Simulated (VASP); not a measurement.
# LiC18 in VASP: single point with PBE

Aim: the single point of LiC18 with PBE.

Everything below comes from runs of VASP 6.6.1. Logs are shortened: lines on timing, memory, paths and dates and some standing lists are left out, and cuts for length are marked.

### Step 1. The cell of the first run

The cell holds a slab with vacuum, 19 atoms: a = 7.398 Å, b = 7.398 Å, c = 12.000 Å, α = 90.00°, β = 90.00°, γ = 120.00°.

### Step 2. Single point, PBE, collinear spin, zero start

The input, INCAR:

```
SYSTEM = LiC18
PREC = Accurate
ENCUT = 520
EDIFF = 1E-6
ISMEAR = 0
SIGMA = 0.05
LREAL = Auto
LASPH = .True.
NELM = 150
ALGO = Normal
ISIF = 2
LWAVE = .False.
LCHARG = .False.
ISPIN = 2
MAGMOM = 0 0 0 0 0 0 0 0 0 0 0 0 0 0 0 0 0 0 0
LORBIT = 11
GGA = PE
NBANDS = 56
```

The input, KPOINTS:

```
regular mesh
0
Gamma
  2 2 1
  0 0 0
```

The input, POSCAR:

```
LiC18
1.0
    7.3980000000      0.0000000000      0.0000000000
   -3.6990000000      6.4068560000      0.0000000000
    0.0000000000      0.0000000000     12.0000000000
C Li
18 1
Direct
   -0.0115299004     -0.0052317392      0.0845524167
    0.2118027010      0.1064353561      0.0846216667
   -0.0109817611      0.3275466157      0.0855074167
    0.2112211888      0.4386483792      0.0855310833
   -0.0115306017      0.6597782126      0.0845385000
    0.2118033362      0.7714460884      0.0846142500
    0.3234675955     -0.0052267446      0.0846373333
    0.5455602814      0.1058180487      0.0856150833
    0.3228413866      0.3285275961      0.0856104167
    0.5445791835      0.4386563394      0.0854976667
    0.3228398337      0.6603895889      0.0856071667
    0.5445774497      0.7719967485      0.0854984167
    0.6556794779     -0.0058008171      0.0855126667
    0.8774184889      0.1058110249      0.0855697500
    0.6556821745      0.3275562928      0.0855085833
    0.8774203295      0.4376833192      0.0855605000
    0.6547101846      0.6603933349      0.0855257500
    0.8768027981      0.7714390647      0.0844940833
    1.0996174443      0.8828017986      0.2234965000
```

Potentials or basis: VASP PAW PBE potentials, release 64 (C, Li_sv).

On the command line:

```bash
> cat potpaw_PBE.64/C/POTCAR potpaw_PBE.64/Li_sv/POTCAR > POTCAR
> mpirun -np 1 vasp_std > vasp.out
```

OUTCAR:

```text
SYSTEM = LiC18
   PREC = Accurate
   ENCUT = 520
   EDIFF = 1E-6
   ISMEAR = 0
   LREAL = Auto
   LASPH = .True.
   NELM = 150
   ISIF = 2
   ISPIN = 2
   LORBIT = 11
   GGA = PE

 ion  position               nearest neighbor table
   1  0.988  0.995  0.085-  14 1.42  18 1.43   2 1.43  19 2.20
   2  0.212  0.106  0.085-   9 1.42   7 1.43   1 1.43  19 2.20
   3  0.989  0.328  0.086-  16 1.42  14 1.42   4 1.42
   4  0.211  0.439  0.086-   9 1.42  11 1.42   3 1.42
   5  0.988  0.660  0.085-  16 1.42  18 1.43   6 1.43  19 2.20
   6  0.212  0.771  0.085-  11 1.42   7 1.43   5 1.43  19 2.20
   7  0.323  0.995  0.085-   8 1.42   2 1.43   6 1.43  19 2.20
   8  0.546  0.106  0.086-  13 1.42  15 1.42   7 1.42
   9  0.323  0.329  0.086-  10 1.42   4 1.42   2 1.42
  10  0.545  0.439  0.085-  17 1.42   9 1.42  15 1.42
  11  0.323  0.660  0.086-  12 1.42   4 1.42   6 1.42
  12  0.545  0.772  0.085-  17 1.42  11 1.42  13 1.42
  13  0.656  0.994  0.086-   8 1.42  14 1.42  12 1.42
  14  0.877  0.106  0.086-   3 1.42  13 1.42   1 1.42
  15  0.656  0.328  0.086-  16 1.42   8 1.42  10 1.42
  16  0.877  0.438  0.086-   3 1.42  15 1.42   5 1.42
  17  0.655  0.660  0.086-  12 1.42  10 1.42  18 1.42
  18  0.877  0.771  0.084-  17 1.42   5 1.43   1 1.43  19 2.20
  19  0.100  0.883  0.223-  18 2.20   5 2.20   1 2.20   6 2.20   2 2.20   7 2.20

  LATTYP: Found a hexagonal cell.
 ALAT       =     7.3980000000
 C/A-ratio  =     1.6220600162

  Lattice vectors:

 A1 = (   7.3980000000,   0.0000000000,   0.0000000000)
 A2 = (  -3.6990000000,   6.4068560000,   0.0000000000)
 A3 = (   0.0000000000,   0.0000000000,  12.0000000000)

Analysis of symmetry for initial positions (statically):
=====================================================================
 Subroutine PRICEL returns:
 Original cell was already a primitive cell.

 Routine SETGRP: Setting up the symmetry group for a
 hexagonal supercell.

 Subroutine GETGRP returns: Found  1 space group operations
 (whereof  1 operations were pure point group operations)
 out of a pool of 24 trial point group operations.

The static configuration has the point symmetry C_1 .

Analysis of symmetry for dynamics (positions and initial velocities):
=====================================================================
 Subroutine PRICEL returns:
 Original cell was already a primitive cell.

 Routine SETGRP: Setting up the symmetry group for a
 hexagonal supercell.

 Subroutine GETGRP returns: Found  1 space group operations
 (whereof  1 operations were pure point group operations)
[... 174 lines left out ...]
  ext. energy  EPLUGINS =         0.00000000
  ---------------------------------------------------
  free energy    TOTEN  =      -167.74233042 eV

  energy without entropy =     -167.74233042  energy(sigma->0) =     -167.74233042

 E-fermi :  -0.5094     XC(G=0):  -3.6883

 val. band max:       -0.9085028873   @ k =   0.0000   0.0000   0.0000
 cond. band min:       0.6872084351   @ k =   0.5000   0.5000   0.0000
 fundamental gap:      1.5957113224
 Fermi energy:        -0.5094476652

 spin component 1

 k-point     1 :       0.0000    0.0000    0.0000
  band No.  band energies     occupation
      1     -49.1312      1.00000
      2     -20.3789      1.00000
      3     -17.9588      1.00000
      4     -17.8443      1.00000
      5     -17.8442      1.00000
      6     -17.6670      1.00000
[... 197 lines left out ...]
     48       3.9278      0.00000
     49       4.1486      0.00000
 Fermi energy:        -0.5094476652

 spin component 2

 k-point     1 :       0.0000    0.0000    0.0000
  band No.  band energies     occupation
      1     -49.1312      1.00000
      2     -20.3789      1.00000
      3     -17.9588      1.00000
      4     -17.8443      1.00000
      5     -17.8442      1.00000
      6     -17.6670      1.00000
[... 197 lines left out ...]
     48       3.9281      0.00000
     49       4.1504      0.00000
 [bands above 49 left out]

------------------------ aborting loop because EDIFF is reached ----------------------------------------

  FORCE on cell =-STRESS in cart. coord.  units (eV):
  Direction    XX          YY          ZZ          XY          YZ          ZX
  --------------------------------------------------------------------------------------
  -------------------------------------------------------------------------------------
  Total        5.7799964      5.7760904     -0.2007433     -0.0068124     -0.0013889      0.0005543
  in kB       16.2816201     16.2706173     -0.5654720     -0.0191897     -0.0039125      0.0015614
  external PRESSURE =      10.6622551 kB  Pullay stress =       0.0000000 kB

 VOLUME and BASIS-vectors are now :
 -----------------------------------------------------------------------------
  energy-cutoff  :      520.00
  volume of cell :      568.78
      direct lattice vectors                 reciprocal lattice vectors
     7.398000000  0.000000000  0.000000000     0.135171668  0.078041398  0.000000000
    -3.699000000  6.406856000  0.000000000     0.000000000  0.156082796  0.000000000
     0.000000000  0.000000000 12.000000000     0.000000000  0.000000000  0.083333333

 POSITION                                       TOTAL-FORCE (eV/Angst)
 -----------------------------------------------------------------------------------
      3.63305      6.37334      1.01463        -0.002188      0.008305      0.001711
      1.17321      0.68192      1.01546        -0.000570      0.006093     -0.002159
      6.10516      2.09854      1.02609        -0.002268      0.003375      0.003209
     -0.05995      2.81036      1.02637         0.000705      0.004500     -0.003176
      4.87218      4.22710      1.01446         0.002777     -0.002759      0.000164
     -1.28666      4.94254      1.01537         0.008002     -0.004629     -0.001380
[... 11 lines left out ...]
      3.63303      4.94250      1.01393        -0.002733     -0.006646      0.001032
     -2.52851      5.65598      2.68196         0.002932      0.002674      0.013053
 -----------------------------------------------------------------------------------
    total drift:                               -0.020254      0.007614     -0.044113

  FREE ENERGIE OF THE ION-ELECTRON SYSTEM (eV)
  ---------------------------------------------------
  free  energy   TOTEN  =      -167.7423304223 eV

  energy  without entropy=     -167.7423304223  energy(sigma->0) =     -167.74233042

 total charge

# of ion       s       p       d       tot
------------------------------------------
    1        0.858   1.799   0.000   2.657
    2        0.858   1.799   0.000   2.657
    3        0.861   1.797   0.000   2.658
    4        0.861   1.797   0.000   2.658
    5        0.858   1.799   0.000   2.657
    6        0.858   1.799   0.000   2.657
[... 11 lines left out ...]
   18        0.858   1.799   0.000   2.657
   19        2.009   0.056   0.000   2.065
--------------------------------------------------
tot         17.489  32.426   0.000  49.915

 magnetization (x)

# of ion       s       p       d       tot
------------------------------------------
    1        0.000   0.000   0.000   0.000
    2        0.000   0.000   0.000   0.000
    3       -0.000  -0.000   0.000  -0.000
    4        0.000   0.000   0.000   0.000
    5        0.000   0.000   0.000   0.000
    6        0.000   0.000   0.000   0.000
[... 11 lines left out ...]
   18        0.000   0.000   0.000   0.000
   19       -0.000  -0.000   0.000  -0.000
--------------------------------------------------
tot          0.000   0.000   0.000   0.000
```

stdout:

```text
POSCAR found type information on POSCAR C Li
 POSCAR found :  2 types and      19 ions
 scaLAPACK will be used
 LDA part: xc-table for (Slater+PW92), standard interpolation
 POSCAR, INCAR and KPOINTS ok, starting setup
 FFT: planning ... GRIDC
 FFT: planning ... GRID_SOFT
 FFT: planning ... GRID
 WAVECAR not read
 entering main loop
```

It took 15 min on 1 thread of Intel Xeon Platinum 8488C (Sapphire Rapids), shared host; peak memory 0.85 GiB.

Results:

| Property | Result |
| --- | --- |
| Free energy | -167.7423 eV |
| Largest force | 0.014 eV/Å |
| Net moment | 0.00 μB per cell |
| Valence electrons inside the program's atomic spheres | C 2.66; Li 2.06 |

Forces on the atoms (eV/Å):
```
C   -0.002  0.008  0.002
C   -0.001  0.006 -0.002
C   -0.002  0.003  0.003
C    0.001  0.004 -0.003
C    0.003 -0.003  0.000
C    0.008 -0.005 -0.001
C    0.003 -0.001  0.000
C   -0.003  0.004 -0.001
C    0.001 -0.004  0.000
C    0.004 -0.007 -0.001
C    0.002 -0.001 -0.006
C   -0.003  0.000  0.002
C    0.001  0.002  0.001
C   -0.005  0.004 -0.003
C    0.004  0.001 -0.002
C   -0.008 -0.001 -0.002
C   -0.001 -0.008  0.000
C   -0.003 -0.007  0.001
Li   0.003  0.003  0.013
```

Levels at points of the mesh, in eV from the Fermi level:
Spin up:
```csv
k point,band 35,band 36,band 37,band 38,band 39,band 40
"(0.00, 0.00, 0.00)",-3.31,-0.53,-0.53,-0.40,-0.40,1.21
"(0.50, 0.00, 0.00)",-3.01,-3.00,-2.72,1.20,1.62,2.03
"(0.00, 0.50, 0.00)",-3.01,-3.00,-2.72,1.20,1.62,2.03
"(0.50, 0.50, 0.00)",-3.01,-3.00,-2.72,1.20,1.62,2.03
```
Spin down:
```csv
k point,band 33,band 34,band 35,band 36,band 37,band 38,band 39,band 40,band 41,band 42
"(0.00, 0.00, 0.00)",-4.90,-3.31,-3.31,-0.53,-0.53,-0.40,-0.40,1.21,3.09,3.81
"(0.50, 0.00, 0.00)",-3.38,-3.21,-3.01,-3.00,-2.72,1.20,1.62,2.03,2.04,2.04
"(0.00, 0.50, 0.00)",-3.38,-3.21,-3.01,-3.00,-2.72,1.20,1.62,2.03,2.04,2.04
"(0.50, 0.50, 0.00)",-3.38,-3.21,-3.01,-3.00,-2.72,1.20,1.62,2.03,2.04,2.04
```

Caveat: the k points lie up to 0.49 Å⁻¹ apart; the cutoff is under 1.25 times the usual one of these potentials, so pressure, stress and relaxed cells hold a basis-set (Pulay) error; there is no dipole correction, which matters where the two faces differ; no moment was typed at the start, so none could form.
